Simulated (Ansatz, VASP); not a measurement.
# SiO2 in VASP and in Ansatz

Contents of INCAR:

```
SYSTEM = SiO2
PREC     = Accurate       ! precision mode
ENCUT    = 520            ! plane-wave cutoff, eV
EDIFF    = 1E-6           ! SCF threshold, eV
ISMEAR   = -1             ! smearing method
SIGMA    = 0.05           ! smearing width, eV
LREAL    = .False.        ! projectors in reciprocal space
LASPH    = .True.         ! aspherical terms in the spheres
NELM     = 100            ! most SCF steps
ALGO     = Normal         ! electronic algorithm
ISIF     = 2              ! what is computed and relaxed
LWAVE    = .False.        ! write WAVECAR
LCHARG   = .False.        ! write CHGCAR
GGA      = PE             ! functional
NBANDS   = 34             ! bands
```

Contents of KPOINTS:

```
Automatic mesh
0
Gamma
  6 6 5
  0 0 0
```

Contents of POSCAR:

```
SiO2
1.0
    5.0271206966      0.0000000000      0.0000000000
   -2.5135603482      4.3536142311      0.0000000000
    0.0000000000      0.0000000000      5.5033157164
Si O
3 6
Direct
    0.5000000000      0.0000000000      0.0000000000
    0.5000000000      0.5000000000      0.3333333333
    0.0000000000      0.5000000000      0.6666666667
    0.4172565700      0.2086282850      0.1666666667
    0.7913717150      0.2086282850      0.8333333333
    0.2086282850      0.4172565700      0.5000000000
    0.5827434300      0.7913717150      0.1666666667
    0.2086282850      0.7913717150      0.8333333333
    0.7913717150      0.5827434300      0.5000000000
```

The input input.yaml:

```yaml
crystal:
  lattice:
    - [5.0271206966, 0.0, 0.0]
    - [-2.5135603482, 4.3536142311, 0.0]
    - [0.0, 0.0, 5.5033157164]
  atoms:
    - { symbol: Si, position: [0.5, 0.0, 0.0] }
    - { symbol: Si, position: [0.5, 0.5, 0.3333333333] }
    - { symbol: Si, position: [0.0, 0.5, 0.6666666667] }
    - { symbol: O, position: [0.41725657, 0.208628285, 0.1666666667] }
    - { symbol: O, position: [0.791371715, 0.208628285, 0.8333333333] }
    - { symbol: O, position: [0.208628285, 0.41725657, 0.5] }
    - { symbol: O, position: [0.58274343, 0.791371715, 0.1666666667] }
    - { symbol: O, position: [0.208628285, 0.791371715, 0.8333333333] }
    - { symbol: O, position: [0.791371715, 0.58274343, 0.5] }
hamiltonian:
  xc: pbe
  pseudopotentials: { kind: paw }
kpoints:
  mp_grid: { grid: [6, 6, 5] }
scf:
  occupations: { method: fermi_dirac, width: 0.05 }
output:
  forces: true
  stress: true
  eigenvalues: true
  write_density: true
  write_potential: true
  elf: true
  volumetric_format: npy
```

Alike in both runs: task single point; functional PBE; k mesh 6 × 6 × 5; occupations fermi-dirac, width 0.05 eV; no spin polarisation.

|  | VASP | Ansatz |
| --- | --- | --- |
| version | VASP 6.6.1 | Ansatz 0.2.0 |
| potentials or method | VASP PAW PBE potentials, release 64 (Si, O) | Ansatz PAW |
| plane-wave cutoff (eV) | 520 | 420 |
| valence electrons in the cell | 48 | 48 |

Ansatz gave:

```
gap on the k mesh at the Fermi level (eV) : 5.83
least direct gap on the mesh (eV)         : 6.03
pressure (GPa)                            : 9.0
rms of the force components (eV/Å)        : 0.195
```

Question: What did VASP give for the same quantities?

Answer: gap on the k mesh at the Fermi level (eV): 5.83; least direct gap on the mesh (eV): 6.03; pressure (GPa): 9.2; rms of the force components (eV/Å): 0.190.

Atom by atom the forces differ by 0.006 eV/Å (rms over components).

Noted on Ansatz's run: odd divisions of the mesh miss points on the zone boundary, where band edges often lie, so the gap on the mesh can be too wide.
